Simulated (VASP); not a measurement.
Write the native input for VASP 6.6.1 that does the following.

```yaml
Task: single point
Functional: PBE
Potentials_or_basis: VASP PAW PBE potentials, release 64 (Ti_sv, O)
Cutoff: 520 eV
k_mesh: 5 × 5 × 4
Occupations: fermi-dirac, width 0.05 eV
Spin: no spin polarisation
Dipole_correction: no
Further_INCAR_settings: ALGO = Normal; EDIFF = 1e-07; NBANDS = 46
```

The structure of TiO2 lies in POSCAR:

```
TiO2
1.0
    5.5264005081      0.0000000000      0.0000000000
   -2.7632002541      4.7860032315      0.0000000000
    0.0000000000      0.0000000000      6.0824678800
Ti O
3 6
Direct
    0.4631542791      0.0000000000      0.3333333333
    0.0000000000      0.4631542791      0.6666666667
    0.5368457209      0.5368457209      0.0000000000
    0.5838212445      0.8606339917      0.1156058717
    0.7231872528      0.1393660083      0.5510607950
    0.2768127472      0.4161787555      0.7822725384
    0.8606339917      0.5838212445      0.8843941283
    0.1393660083      0.7231872528      0.4489392050
    0.4161787555      0.2768127472      0.2177274616
```

The input as run:

INCAR

```
ALGO = Normal ; EDIFF = 1E-7
ENCUT = 520 ; GGA = PE
ISIF = 2 ; ISMEAR = -1
LASPH = True ; LCHARG = True
LELF = True ; LREAL = False
LVHAR = True ; LWAVE = False
NBANDS = 46 ; NELM = 80
PREC = Accurate ; SIGMA = 0.05
```

KPOINTS

```
k-points
0
Gamma
  5 5 4
```

Potentials or basis: VASP PAW PBE potentials, release 64 (Ti_sv, O).

Run with:

```console
$ cat potpaw_PBE.64/Ti_sv/POTCAR potpaw_PBE.64/O/POTCAR > POTCAR
$ mpirun -np 1 vasp_std > vasp.out
```

Results of the run:

The pressure is 1.7 GPa and the largest force is 0.046 eV/Å. The band gap on the k mesh is 3.56 eV.

Caveat: an odd mesh through Γ misses points on the zone boundary, where band edges can lie.

It took 3.5 min on 1 thread of AMD EPYC 7R13, on a shared host, peak memory 0.28 GiB.
